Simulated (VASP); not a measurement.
# Sn (Im-3m) in VASP: further runs

Sn is run at these levels: r2SCAN; tasks: single point.

Everything below comes from runs of VASP 6.6.1. Logs are shortened: lines on timing, memory, paths and dates and some standing lists are left out, and cuts for length are marked.

**1. The cell of the first run**

The structure is cubic, space group Im-3m (No. 229). The conventional cell has a = 3.823 Å, b = 3.823 Å, c = 3.823 Å, α = 90.00°, β = 90.00°, γ = 90.00°. Within 4.4 Å of Sn (site symmetry m-3m) lie 14 Sn at 3.31 to 3.82 Å.

**2. Single point, r2SCAN**

POSCAR reads:

```
Sn
1.0
   -1.9113458293      1.9113458293      1.9113458293
    1.9113458293     -1.9113458293      1.9113458293
    1.9113458293      1.9113458293     -1.9113458293
Sn
1
Direct
    0.0000000000      0.0000000000      0.0000000000
```

INCAR.step1 reads:

```
ALGO = Normal
EDIFF = 1E-4
ENCUT = 520
GGA = PE
ISMEAR = -1
LASPH = True
LCHARG = False
LREAL = False
LWAVE = True
NBANDS = 13
NELM = 100
PREC = Accurate
SIGMA = 0.1
```

INCAR.step2 reads:

```
ALGO = Normal
EDIFF = 1E-6
ENCUT = 520
ISIF = 2
ISMEAR = -1
ISTART = 1
LASPH = True
LCHARG = True
LELF = True
LMIXTAU = True
LREAL = False
LVHAR = True
LWAVE = False
METAGGA = R2SCAN
NBANDS = 13
NELM = 100
PREC = Accurate
SIGMA = 0.1
```

KPOINTS reads:

```
k-points
0
Gamma
  12 12 12
```

Potentials or basis: VASP PAW PBE potentials, release 64 (Sn_d).

The run is started by

```console
cat potpaw_PBE.64/Sn_d/POTCAR > POTCAR
cp INCAR.step1 INCAR
mpirun -np 1 vasp_std > vasp.out
cp INCAR.step2 INCAR
mpirun -np 1 vasp_std > vasp.out
```

OUTCAR:

```text
EDIFF = 1E-6
   ENCUT = 520
   ISIF = 2
   ISMEAR = -1
   ISTART = 1
   LASPH = True
   LREAL = False
   METAGGA = R2SCAN
   NELM = 100
   PREC = Accurate

 ion  position               nearest neighbor table
   1  0.000  0.000  0.000-

  LATTYP: Found a body centered cubic cell.
 ALAT       =     3.8226916586

  Lattice vectors:

 A1 = (  -1.9113458293,   1.9113458293,   1.9113458293)
 A2 = (   1.9113458293,  -1.9113458293,   1.9113458293)
 A3 = (   1.9113458293,   1.9113458293,  -1.9113458293)

Analysis of symmetry for initial positions (statically):
=====================================================================
 Subroutine PRICEL returns:
 Original cell was already a primitive cell.

 Routine SETGRP: Setting up the symmetry group for a
 body centered cubic supercell.

 Subroutine GETGRP returns: Found 48 space group operations
 (whereof 48 operations were pure point group operations)
 out of a pool of 48 trial point group operations.

The static configuration has the point symmetry O_h .

Analysis of symmetry for dynamics (positions and initial velocities):
=====================================================================
 Subroutine PRICEL returns:
 Original cell was already a primitive cell.

 Routine SETGRP: Setting up the symmetry group for a
 body centered cubic supercell.

 Subroutine GETGRP returns: Found 48 space group operations
 (whereof 48 operations were pure point group operations)
 out of a pool of 48 trial point group operations.

The dynamic configuration has the point symmetry O_h .

 Subroutine INISYM returns: Found 48 space group operations
 (whereof 48 operations are pure point group operations),
 and found     1 'primitive' translations

----------------------------------------------------------------------------------------

                                     Primitive cell

  volume of cell :      27.9304

  direct lattice vectors                    reciprocal lattice vectors
    -1.911345829  1.911345829  1.911345829     0.000000000  0.261595778  0.261595778
     1.911345829 -1.911345829  1.911345829     0.261595778  0.000000000  0.261595778
     1.911345829  1.911345829 -1.911345829     0.261595778  0.261595778  0.000000000

  length of vectors
     3.310548087  3.310548087  3.310548087     0.369952298  0.369952298  0.369952298

  position of ions in fractional coordinates (direct lattice)
     0.000000000  0.000000000  0.000000000

  ion indices of the primitive-cell ions
   primitive index   ion index
                 1           1
[... 74 lines left out ...]
   EDIFFG = 0.1E-04   stopping-criterion for IOM
   NSW    =      0    number of steps for IOM
   IBRION =     -1    ionic relax: 0-MD 1-quasi-New 2-CG
   NFREE  =      0    steps in history (QN), initial steepest desc. (CG)
   ISIF   =      2    stress and relaxation
   ISYM   =      2    0-nonsym 1-usesym 2-fastsym
   POTIM  = 0.5000    time-step for ionic-motion
   TEBEG  =    0.0;   TEEND  =   0.0 temperature during run
   PSTRESS=    0.0 pullay stress
   NELECT =      14.0000    total number of electrons
   NUPDOWN=      -1.0000    fix difference up-down
   EMIN   =  10.00;   EMAX   =-10.00  energy-range for DOS
   EFERMI =   0.00;   METHOD = LEGACY
   ISMEAR =    -1;   SIGMA  =   0.10  broadening in eV -4-tet -1-fermi 0-gaus
   EFERMI_NEDOS =   21; number of points for ismear=-14 and -15
   IALGO  =     38    algorithm
   IMIX   =      4    mixing-type and parameters
     AMIX     =   0.40;   BMIX     =  1.00
     AMIX_MAG =   1.60;   BMIX_MAG =  1.00
  volume/ion in A,a.u.               =      27.93       188.48
  Fermi-wavevector in a.u.,A,eV,Ry     =   1.300444  2.457482 23.009546  1.691154
  Thomas-Fermi vector in A             =   2.431642
   LORBIT       =      0    0 simple, 1 ext, 2 COOP (PROOUT), +10 PAW based schemes
   METAGGA = R2SCAN    functional components
   LHFCALC =     F    Hartree Fock is set to
   AEXX    =    0.0000 exact exchange contribution
   IVDW    =     0    specifies the selected vdW correction
   LEPSILON=     F    determine dielectric tensor
   LRPA    =     F    only Hartree local field effects (RPA)
 non-spin polarized calculation
  energy-cutoff  :      520.00
  volume of cell :       27.93
 maximum number of plane-waves:       767
 NGX is ok and might be reduce to    28
   NGX = 13   NGY = 13   NGZ = 13

 number of electron      13.9999998 magnetization

 Free energy of the ion-electron system (eV)
  ---------------------------------------------------
  ext. energy  EPLUGINS =         0.00000000
  ---------------------------------------------------
  free energy    TOTEN  =       -24.50648681 eV

  energy without entropy =      -24.48832625  energy(sigma->0) =      -24.49740653

 E-fermi :   7.7466     XC(G=0): -11.1148

 val. band max:        7.7188708483   @ k =   0.1667   0.1667   0.0833
 cond. band min:       7.8331401626   @ k =   0.5000   0.5000   0.3333
 fundamental gap:      0.1142693143
 Fermi energy:         7.7466371083

 k-point     1 :       0.0000    0.0000    0.0000
  band No.  band energies     occupation
      1     -14.5497      2.00000
      2     -14.5497      2.00000
      3     -14.5497      2.00000
      4     -14.4089      2.00000
      5     -14.4089      2.00000
      6      -3.7412      2.00000
      7      15.8710      0.00000
      8      15.8710      0.00000
      9      15.8710      0.00000
     10      20.5667      0.00000
     11      20.5667      0.00000
     12      20.5667      0.00000
     13      20.7212      0.00000
[... 354 lines left out ...]
  band No.  band energies     occupation
      1     -14.5821      2.00000
      2     -14.5188      2.00000
      3     -14.4173      2.00000
      4     -14.4162      2.00000
      5     -14.3499      2.00000
      6       1.3150      2.00000
      7       3.5166      2.00000
      8       9.5975      0.00000
      9      11.2226      0.00000
     10      18.5030      0.00000
     11      18.9298      0.00000
     12      23.8407      0.00000
     13      24.8385      0.00000

 [... further k-points ...]
[... 5 lines left out ...]
  --------------------------------------------------------------------------------------
  -------------------------------------------------------------------------------------
  Total       -0.3179885     -0.3179885     -0.3179885     -0.0000000     -0.0000000      0.0000000
  in kB      -18.2408120    -18.2408120    -18.2408120     -0.0000000     -0.0000000      0.0000000
  external PRESSURE =     -18.2408120 kB  Pullay stress =       0.0000000 kB

 VOLUME and BASIS-vectors are now :
 -----------------------------------------------------------------------------
  energy-cutoff  :      520.00
  volume of cell :       27.93
      direct lattice vectors                 reciprocal lattice vectors
    -1.911345829  1.911345829  1.911345829     0.000000000  0.261595778  0.261595778
     1.911345829 -1.911345829  1.911345829     0.261595778  0.000000000  0.261595778
     1.911345829  1.911345829 -1.911345829     0.261595778  0.261595778  0.000000000

 POSITION                                       TOTAL-FORCE (eV/Angst)
 -----------------------------------------------------------------------------------
      0.00000      0.00000      0.00000         0.000000      0.000000      0.000000
 -----------------------------------------------------------------------------------
    total drift:                               -0.000000     -0.000000     -0.000000

  FREE ENERGIE OF THE ION-ELECTRON SYSTEM (eV)
  ---------------------------------------------------
  free  energy   TOTEN  =       -24.5064868108 eV

  energy  without entropy=      -24.4883262526  energy(sigma->0) =      -24.49740653
```

Run time: 2.9 min. Hardware: 1 thread of Intel Xeon Platinum 8259CL at 2.50GHz (Skylake/Cascade Lake), shared host; peak memory 0.17 GiB.

Results:

- Free energy: -24.5065 eV
- Pressure: -1.8 GPa
- Band gap on the k mesh: zero (band 7 reaches 15.87 eV, above the bottom of band 8 at 5.19 eV)

Caveat: the PAW data sets were made with another functional, which shifts forces and pressure a little; spin-orbit coupling is left out, which moves the levels of the heavy elements.

(Part 1 of 2 ends here.)
